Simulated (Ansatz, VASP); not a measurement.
**Two plane-wave programs on SrTiO3**

```xyz
5
Lattice="3.9471 0.0000 0.0000 0.0000 3.9471 0.0000 0.0000 0.0000 3.9471" Properties=species:S:1:pos:R:3 pbc="T T T"
Sr    0.0000    0.0000    0.0000
Ti    1.9736    1.9736    1.9736
O     1.9736    0.0000    1.9736
O     1.9736    1.9736    0.0000
O     0.0000    1.9736    1.9736
```

Alike in both runs: task single point; functional PBE; k mesh 6 × 6 × 6; occupations gaussian, width 0.02 eV; no spin polarisation; Hubbard terms Ti d U = 4.0 eV.

|  | VASP | Ansatz |
| --- | --- | --- |
| version | VASP 6.6.1 | Ansatz 0.2.0 |
| potentials or method | VASP PAW PBE potentials, release 64 (Sr_sv, Ti_sv, O), cutoff 520 eV | scalar-relativistic, plane waves, PAW |
| valence electrons in the cell | 40 | 40 |

VASP gave:

```
gap on the k mesh at the Fermi level (eV) : 2.31
least direct gap on the mesh (eV)         : 2.74
pressure (GPa)                            : 2.7
```

Q: Which values does Ansatz return?

A: gap on the k mesh at the Fermi level (eV): 2.30; least direct gap on the mesh (eV): 2.72; pressure (GPa): 0.0.

The programs project onto different local orbitals, so the same U acts differently, and such runs can settle in different states.
